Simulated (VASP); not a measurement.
# BaTiO3 (P4mm) in VASP: notebook

The runs below take BaTiO3 through single point, relaxation of the atoms, with PBE.

All numbers are computed with VASP 6.6.1; they aren't measurements. Logs are shortened: lines on timing, memory, paths and dates and some standing lists are left out, and cuts for length are marked.

### Step 1. The cell of the first run

It takes space group P4mm (No. 99, tetragonal). Conventional cell: a = 4.000 Å, b = 4.000 Å, c = 4.018 Å, α = 90.00°, β = 90.00°, γ = 90.00°. Within 3.7 Å of Ba (site symmetry 4mm) lie 12 O at 2.79 to 2.88 Å and 8 Ti at 3.44 to 3.50 Å. Within 2.5 Å of Ti (site symmetry 4mm) lie 6 O at 1.85 to 2.17 Å. Within 2.5 Å of O (site symmetry 4mm) lie 2 Ti at 1.85 to 2.17 Å. Within 2.7 Å of O (site symmetry 2mm) lie 2 Ti at 2.00 Å.

### Step 2. Single point, PBE

INCAR

```
SYSTEM = BaTiO3
ALGO = Normal
EDIFF = 1E-6
ENCUT = 520
GGA = PE
ISIF = 2
ISMEAR = -1
LASPH = .True.
LCHARG = .False.
LREAL = .False.
LWAVE = .False.
NBANDS = 28
NELM = 100
PREC = Accurate
SIGMA = 0.02
```

KPOINTS

```
k-points
0
Gamma
  8 8 8
  0 0 0
```

POSCAR

```
BaTiO3
1.0
    3.9998000000      0.0000000000      0.0000000000
    0.0000000000      3.9998000000      0.0000000000
    0.0000000000      0.0000000000      4.0180000000
Ba Ti O
1 1 3
Direct
    0.0000000000      0.0000000000     -0.0029689817
    0.5000000000      0.5000000000      0.4826506884
    0.5000000000      0.5000000000      0.0222697376
    0.5000000000      0.0000000000      0.5130242778
    0.0000000000      0.5000000000      0.5130242778
```

Potentials or basis: VASP PAW PBE potentials, release 64 (Ba_sv, Ti_sv, O).

On the command line:

```sh
cat potpaw_PBE.64/Ba_sv/POTCAR potpaw_PBE.64/Ti_sv/POTCAR potpaw_PBE.64/O/POTCAR > POTCAR
mpirun -np 1 vasp_std > vasp.out
```

OUTCAR:

```text
SYSTEM = BaTiO3
   EDIFF = 1E-6
   ENCUT = 520
   GGA = PE
   ISIF = 2
   ISMEAR = -1
   LASPH = .True.
   LREAL = .False.
   NELM = 100
   PREC = Accurate

 ion  position               nearest neighbor table
   1  0.000  0.000  0.997-   4 2.79   5 2.79   5 2.79   4 2.79   3 2.83   3 2.83   3 2.83   3 2.83
                             4 2.88   5 2.88   5 2.88   4 2.88   2 3.44   2 3.44   2 3.44   2 3.44
   2  0.500  0.500  0.483-   3 1.85   4 2.00   5 2.00   4 2.00   5 2.00   3 2.17   1 3.44   1 3.44
                             1 3.44   1 3.44   1 3.50   1 3.50   1 3.50   1 3.50
   3  0.500  0.500  0.022-   2 1.85   2 2.17   1 2.83   1 2.83   1 2.83   1 2.83
   4  0.500  0.000  0.513-   2 2.00   2 2.00   1 2.79   1 2.79   1 2.88   1 2.88
   5  0.000  0.500  0.513-   2 2.00   2 2.00   1 2.79   1 2.79   1 2.88   1 2.88

  LATTYP: Found a simple tetragonal cell.
 ALAT       =     3.9998000000
 C/A-ratio  =     1.0045502275

  Lattice vectors:

 A1 = (   3.9998000000,   0.0000000000,   0.0000000000)
 A2 = (   0.0000000000,   3.9998000000,   0.0000000000)
 A3 = (   0.0000000000,   0.0000000000,   4.0180000000)

Analysis of symmetry for initial positions (statically):
=====================================================================
 Subroutine PRICEL returns:
 Original cell was already a primitive cell.

 Routine SETGRP: Setting up the symmetry group for a
 simple tetragonal supercell.

 Subroutine GETGRP returns: Found  8 space group operations
 (whereof  8 operations were pure point group operations)
 out of a pool of 16 trial point group operations.

The static configuration has the point symmetry C_4v.

Analysis of symmetry for dynamics (positions and initial velocities):
=====================================================================
 Subroutine PRICEL returns:
 Original cell was already a primitive cell.

 Routine SETGRP: Setting up the symmetry group for a
 simple tetragonal supercell.

 Subroutine GETGRP returns: Found  8 space group operations
 (whereof  8 operations were pure point group operations)
 out of a pool of 16 trial point group operations.

The dynamic configuration has the point symmetry C_4v.

 Subroutine INISYM returns: Found  8 space group operations
 (whereof  8 operations are pure point group operations),
 and found     1 'primitive' translations

----------------------------------------------------------------------------------------

                                     Primitive cell

  volume of cell :      64.2816

  direct lattice vectors                    reciprocal lattice vectors
     3.999800000  0.000000000  0.000000000     0.250012501  0.000000000  0.000000000
     0.000000000  3.999800000  0.000000000     0.000000000  0.250012501  0.000000000
     0.000000000  0.000000000  4.018000000     0.000000000  0.000000000  0.248880040

  length of vectors
     3.999800000  3.999800000  4.018000000     0.250012501  0.250012501  0.248880040

  position of ions in fractional coordinates (direct lattice)
     0.000000000  0.000000000  0.997031018
     0.500000000  0.500000000  0.482650688
     0.500000000  0.500000000  0.022269738
     0.500000000  0.000000000  0.513024278
     0.000000000  0.500000000  0.513024278

  ion indices of the primitive-cell ions
   primitive index   ion index
                 1           1
                 2           2
                 3           3
                 4           4
                 5           5

----------------------------------------------------------------------------------------

 KPOINTS: k-points

Automatic generation of k-mesh.
 Grid dimensions read from file:
 generate k-points for:    8    8    8

 Generating k-lattice:

  Cartesian coordinates                     Fractional coordinates (reciprocal lattice)
     0.031251563  0.000000000  0.000000000     0.125000000  0.000000000  0.000000000
     0.000000000  0.031251563  0.000000000     0.000000000  0.125000000  0.000000000
     0.000000000  0.000000000  0.031110005     0.000000000  0.000000000  0.125000000

  Length of vectors
     0.031251563  0.031251563  0.031110005

  Shift w.r.t. Gamma in fractional coordinates (k-lattice)
     0.000000000  0.000000000  0.000000000

 Subroutine IBZKPT returns following result:
 ===========================================

 Found     75 irreducible k-points:

 Following reciprocal coordinates:
            Coordinates               Weight
  0.000000  0.000000  0.000000      1.000000
  0.125000  0.000000  0.000000      4.000000
  0.250000  0.000000  0.000000      4.000000
  0.375000  0.000000  0.000000      4.000000
  0.500000  0.000000  0.000000      2.000000
  0.125000  0.125000  0.000000      4.000000
[... 16 lines left out ...]
  0.375000  0.125000  0.125000     16.000000
  0.500000  0.125000  0.125000      8.000000
 [... further k-points ...]
   k-points           NKPTS =     75   k-points in BZ     NKDIM =     75   number of bands    NBANDS=     28
   number of dos      NEDOS =    301   number of ions     NIONS =      5
   total plane-waves  NPLWV =  27000
   dimension x,y,z NGX =    30 NGY =   30 NGZ =   30
   dimension x,y,z NGXF=    60 NGYF=   60 NGZF=   60
   ions per type =               1   1   3
   NGX,Y,Z   is equivalent  to a cutoff of  12.47, 12.47, 12.41 a.u.
   NGXF,Y,Z  is equivalent  to a cutoff of  24.94, 24.94, 24.83 a.u.
 SYSTEM =  BaTiO3
   PREC   = accura    normal or accurate (medium, high low for compatibility)
   ISTART =      0    job   : 0-new  1-cont  2-samecut
   ICHARG =      2    charge: 1-file 2-atom 10-const
   ISPIN  =      1    spin polarized calculation?
   LNONCOLLINEAR =      F non collinear calculations
   LSORBIT =      F    spin-orbit coupling
   LASPH  =      T    aspherical Exc in radial PAW
   ENCUT  =  520.0 eV  38.22 Ry    6.18 a.u.   7.44  7.44  7.47*2*pi/ulx,y,z
   NELM   =    100;   NELMIN=  2; NELMDL= -5     # of ELM steps
   EDIFF  = 0.1E-05   stopping-criterion for ELM
   LREAL  =      F    real-space projection
   EDIFFG = 0.1E-04   stopping-criterion for IOM
   NSW    =      0    number of steps for IOM
   IBRION =     -1    ionic relax: 0-MD 1-quasi-New 2-CG
   NFREE  =      0    steps in history (QN), initial steepest desc. (CG)
   ISIF   =      2    stress and relaxation
   ISYM   =      2    0-nonsym 1-usesym 2-fastsym
   POTIM  = 0.5000    time-step for ionic-motion
   TEBEG  =    0.0;   TEEND  =   0.0 temperature during run
   PSTRESS=    0.0 pullay stress
   NELECT =      40.0000    total number of electrons
   NUPDOWN=      -1.0000    fix difference up-down
   EMIN   =  10.00;   EMAX   =-10.00  energy-range for DOS
   EFERMI =   0.00;   METHOD = LEGACY
   ISMEAR =    -1;   SIGMA  =   0.02  broadening in eV -4-tet -1-fermi 0-gaus
   EFERMI_NEDOS =   21; number of points for ismear=-14 and -15
   IALGO  =     38    algorithm
   IMIX   =      4    mixing-type and parameters
     AMIX     =   0.40;   BMIX     =  1.00
     AMIX_MAG =   1.60;   BMIX_MAG =  1.00
  volume/ion in A,a.u.               =      12.86        86.76
  Fermi-wavevector in a.u.,A,eV,Ry     =   1.397653  2.641181 26.578078  1.953434
  Thomas-Fermi vector in A             =   2.520888
   LORBIT       =      0    0 simple, 1 ext, 2 COOP (PROOUT), +10 PAW based schemes
   GGA     = PE    functional components
   LHFCALC =     F    Hartree Fock is set to
   AEXX    =    0.0000 exact exchange contribution
   IVDW    =     0    specifies the selected vdW correction
   LEPSILON=     F    determine dielectric tensor
   LRPA    =     F    only Hartree local field effects (RPA)
 non-spin polarized calculation
  energy-cutoff  :      520.00
  volume of cell :       64.28
 maximum number of plane-waves:      1763
 NGX is ok and might be reduce to    30
   NGX = 15   NGY = 15   NGZ = 15

 number of electron      39.9999980 magnetization

 Free energy of the ion-electron system (eV)
  ---------------------------------------------------
  ext. energy  EPLUGINS =         0.00000000
  ---------------------------------------------------
  free energy    TOTEN  =       -39.98657216 eV

  energy without entropy =      -39.98657216  energy(sigma->0) =      -39.98657216

 E-fermi :   4.3460     XC(G=0): -11.2380

 val. band max:        3.8753689573   @ k =   0.5000   0.5000   0.5000
 cond. band min:       5.6658032659   @ k =   0.0000   0.0000   0.0000
 fundamental gap:      1.7904343086
 Fermi energy:         4.3459779638

 k-point     1 :       0.0000    0.0000    0.0000
  band No.  band energies     occupation
      1     -52.6906      2.00000
      2     -28.9638      2.00000
      3     -28.9013      2.00000
      4     -28.9013      2.00000
      5     -21.0249      2.00000
      6     -13.0781      2.00000
[... 20 lines left out ...]
     27       8.8913      0.00000
     28      11.1370      0.00000

 k-point     2 :       0.1250    0.0000    0.0000
  band No.  band energies     occupation
      1     -52.6904      2.00000
      2     -28.9635      2.00000
      3     -28.9091      2.00000
      4     -28.9010      2.00000
      5     -21.0078      2.00000
      6     -13.0930      2.00000
[... 20 lines left out ...]
     27       9.1875      0.00000
     28      11.5091      0.00000

 k-point     3 :       0.2500    0.0000    0.0000
  band No.  band energies     occupation
      1     -52.6901      2.00000
      2     -28.9628      2.00000
      3     -28.9278      2.00000
      4     -28.9003      2.00000
      5     -20.9660      2.00000
      6     -13.1671      2.00000
[... 20 lines left out ...]
     27       9.9643      0.00000
     28      12.1759      0.00000

 k-point     4 :       0.3750    0.0000    0.0000
  band No.  band energies     occupation
      1     -52.6897      2.00000
      2     -28.9621      2.00000
      3     -28.9464      2.00000
      4     -28.8995      2.00000
      5     -20.9234      2.00000
      6     -13.2748      2.00000
[... 578 lines left out ...]
     27      10.4324      0.00000
     28      12.1134      0.00000

 k-point    23 :       0.3750    0.1250    0.1250
  band No.  band energies     occupation
      1     -52.6894      2.00000
      2     -28.9691      2.00000
      3     -28.9455      2.00000
      4     -28.9069      2.00000
      5     -20.9003      2.00000
      6     -13.1472      2.00000
[... 20 lines left out ...]
     27      11.3376      0.00000
     28      12.4664      0.00000

 k-point    24 :       0.5000    0.1250    0.1250
  band No.  band energies     occupation
      1     -52.6893      2.00000
      2     -28.9687      2.00000
      3     -28.9531      2.00000
      4     -28.9065      2.00000
      5     -20.8842      2.00000
      6     -13.1824      2.00000
[... 20 lines left out ...]
     27      11.7239      0.00000
     28      12.6037      0.00000

 [... further k-points ...]
[... 5 lines left out ...]
  --------------------------------------------------------------------------------------
  -------------------------------------------------------------------------------------
  Total        1.6513170      1.6513170      2.6664434      0.0000000      0.0000000      0.0000000
  in kB       41.1580283     41.1580283     66.4594073      0.0000000      0.0000000      0.0000000
  external PRESSURE =      49.5918213 kB  Pullay stress =       0.0000000 kB

 VOLUME and BASIS-vectors are now :
 -----------------------------------------------------------------------------
  energy-cutoff  :      520.00
  volume of cell :       64.28
      direct lattice vectors                 reciprocal lattice vectors
     3.999800000  0.000000000  0.000000000     0.250012501  0.000000000  0.000000000
     0.000000000  3.999800000  0.000000000     0.000000000  0.250012501  0.000000000
     0.000000000  0.000000000  4.018000000     0.000000000  0.000000000  0.248880040

 POSITION                                       TOTAL-FORCE (eV/Angst)
 -----------------------------------------------------------------------------------
      0.00000      0.00000      4.00607        -0.000000     -0.000000      0.027975
      1.99990      1.99990      1.93929        -0.000000      0.000000      0.055023
      1.99990      1.99990      0.08948        -0.000000      0.000000     -0.055670
      1.99990      0.00000      2.06133        -0.000000     -0.000000     -0.013664
      0.00000      1.99990      2.06133         0.000000     -0.000000     -0.013664
 -----------------------------------------------------------------------------------
    total drift:                                0.000000      0.000000      0.000021

  FREE ENERGIE OF THE ION-ELECTRON SYSTEM (eV)
  ---------------------------------------------------
  free  energy   TOTEN  =       -39.9865721623 eV

  energy  without entropy=      -39.9865721623  energy(sigma->0) =      -39.98657216
```

It took 3.6 min on 1 thread of AMD EPYC 7R13 (Zen 3), shared host; peak memory 0.23 GiB.

What came out:

```yaml
Free_energy: -39.9866 eV
Pressure: 5.0 GPa
Largest_force: 0.056 eV/Å
Band_gap_on_the_k_mesh: 1.79 eV, indirect (least direct gap 2.14 eV)
```

Forces in eV/Å, atoms in the order of the input:
```
Ba   0.000  0.000  0.028
Ti   0.000  0.000  0.055
O    0.000  0.000 -0.056
O    0.000  0.000 -0.014
O    0.000  0.000 -0.014
```

Stress tensor (GPa, compression positive):
```
4.12 0.00 0.00
0.00 4.12 0.00
0.00 0.00 6.65
```

Levels at points of the mesh, in eV from the valence-band top:
| k point | band 16 | band 17 | band 18 | band 19 | band 20 | band 21 | band 22 | band 23 | band 24 | band 25 |
| --- | --- | --- | --- | --- | --- | --- | --- | --- | --- | --- |
| (0.00, 0.00, 0.00) | -1.35 | -1.15 | -0.41 | -0.35 | -0.35 | 1.79 | 2.11 | 2.11 | 4.00 | 4.19 |
| (0.50, 0.00, 0.00) | -1.95 | -1.83 | -1.68 | -1.06 | -0.93 | 2.24 | 3.50 | 3.56 | 4.12 | 5.85 |
| (0.50, 0.50, 0.00) | -2.76 | -1.81 | -1.06 | -1.06 | -0.09 | 3.58 | 3.58 | 3.94 | 4.70 | 7.62 |
| (0.00, 0.00, 0.50) | -2.06 | -1.97 | -1.95 | -0.71 | -0.71 | 1.95 | 3.61 | 3.61 | 4.00 | 6.07 |
| (0.50, 0.00, 0.50) | -2.68 | -1.74 | -0.92 | -0.89 | -0.22 | 3.53 | 3.62 | 3.94 | 4.84 | 7.61 |
| (0.50, 0.50, 0.50) | -2.51 | -2.42 | -0.14 | -0.14 | 0.00 | 4.17 | 4.19 | 4.19 | 6.45 | 6.68 |

Caveat: spin-orbit coupling is left out, which moves the levels of the heavy elements. A k mesh can miss the band edges.

(Part 1 of 2 ends here.)
